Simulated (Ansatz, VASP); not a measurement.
KF in VASP and in Ansatz

```
CELL_PARAMETERS angstrom
4.48500 0.08970 0.00000
-2.16482 3.83928 0.00000
0.00000 0.00000 5.27130
ATOMIC_POSITIONS crystal
K 0.32748 0.66699 0.93750
K 0.67252 0.33301 0.43750
F 0.32828 0.66685 0.43750
F 0.67172 0.33315 0.93750
```

Change from the starting cell: shear_xy strain +4.0%.

Alike in both runs: task single point; functional r2SCAN; k mesh 6 × 6 × 6; no spin polarisation.

```csv
,VASP,Ansatz
version,VASP 6.6.1,Ansatz 0.2.0
potentials or method,"VASP PAW PBE potentials, release 64 (K_sv, F)","plane waves, PAW"
plane-wave cutoff (eV),520,500
occupations,"gaussian, width 0.01 eV",fixed
valence electrons in the cell,32,32
```

```tsv
	VASP	Ansatz	Ansatz less VASP
gap on the k mesh at the Fermi level (eV)	5.95	5.96	+0.007
pressure (GPa)	0.0	0.0	+0.02
traceless stress, the component that is largest in VASP (GPa)	-0.07	-0.08	-0.005
```

VASP's potentials were made for PBE, not for r2SCAN.
